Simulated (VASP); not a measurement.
Here is a VASP 6.6.1 calculation.

Contents of INCAR:

```
PREC = Accurate
ENCUT = 600
EDIFF = 1E-6
ISMEAR = -1
SIGMA = 0.05
LREAL = False
LASPH = True
NELM = 100
ALGO = Normal
ISIF = 3
LWAVE = False
LCHARG = False
GGA = RP
IVDW = 13
IBRION = 2
NSW = 60
EDIFFG = -0.01
```

The input KPOINTS:

```
Automatic mesh
0
Gamma
  10 10 10
```

The input POSCAR:

```
CaO
1.0
    0.0000000000      2.4035556960      2.4035556960
    2.4035556960      0.0000000000      2.4035556960
    2.4035556960      2.4035556960      0.0000000000
Ca O
1 1
Direct
    0.0000000000      0.0000000000      0.0000000000
    0.5000000000      0.5000000000      0.5000000000
```

Potentials or basis: VASP PAW PBE potentials, release 64 (Ca_sv, O).

The run is started by

```sh
$ cat potpaw_PBE.64/Ca_sv/POTCAR potpaw_PBE.64/O/POTCAR > POTCAR
$ mpirun -np 1 vasp_std > vasp.out
```

(1) Predict the dispersion energy per atom.

(2) What does it give for the band gap on the k mesh?

(3) Predict the relaxed volume.

Results:

(1) -0.317 eV.

(2) 3.75 eV (least direct gap 4.12 eV).

(3) 14.13 Å³/atom.

Caveat: the PAW data sets were made with another functional, which shifts forces and pressure a little.
